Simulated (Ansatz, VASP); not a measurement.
Two plane-wave programs on CaO

The input POSCAR:

```
CaO
1.0
    0.0000000000      2.3974236343      2.3974236343
    2.3974236343      0.0000000000      2.3974236343
    2.3974236343      2.3974236343      0.0000000000
Ca O
1 1
Direct
    0.5000000000      0.5000000000      0.5000000000
    0.0000000000      0.0000000000      0.0000000000
```

INCAR.step1

```
PREC = Accurate ; ENCUT = 520
ISMEAR = 0 ; SIGMA = 0.05
LREAL = F ; LASPH = T
NELM = 80 ; NBANDS = 15
GGA = PE ; ALGO = Normal
EDIFF = 1E-4 ; LWAVE = T
LCHARG = F
```

The input INCAR.step2:

```
PREC = Accurate ; ENCUT = 520
EDIFF = 1E-6 ; ISMEAR = 0
SIGMA = 0.05 ; LREAL = F
LASPH = T ; NELM = 80
ALGO = Normal ; ISIF = 2
LWAVE = F ; LCHARG = F
METAGGA = R2SCAN ; LMIXTAU = T
NBANDS = 15 ; ISTART = 1
```

Contents of KPOINTS:

```
regular mesh
0
Gamma
  8 8 8
```

Input for Ansatz:

```yaml
crystal:
  lattice:
    - [0.0, 2.3974236343, 2.3974236343]
    - [2.3974236343, 0.0, 2.3974236343]
    - [2.3974236343, 2.3974236343, 0.0]
  atoms:
    - { symbol: Ca, position: [0.5, 0.5, 0.5] }
    - { symbol: O, position: [0.0, 0.0, 0.0] }
basis:
  ecutwfc: 500
  ecutrho_ratio: 4
  xc_grid: 4
kpoints:
  mp_grid: { grid: [8, 8, 8] }
hamiltonian:
  xc: r2scan
scf:
  occupations: { method: gaussian, width: 0.05 }
output:
  forces: true
  stress: true
```

Alike in both runs: task single point; functional r2SCAN; k mesh 8 × 8 × 8; occupations gaussian, width 0.05 eV; no spin polarisation.

```csv
,VASP,Ansatz
version,VASP 6.6.1,Ansatz 0.2.0
potentials or method,"VASP PAW PBE potentials, release 64 (Ca_sv, O), cutoff 520 eV","scalar-relativistic, plane waves, PAW"
valence electrons in the cell,16,16
```

VASP gave:

```
pressure (GPa) : 1.1
```

**Question.** What did Ansatz give for the same quantities?

**Answer.** Pressure (GPa): 0.0.

VASP's potentials were made for PBE, not for r2SCAN. The functional is the same, so the differences come from potentials, cutoffs and numerics.
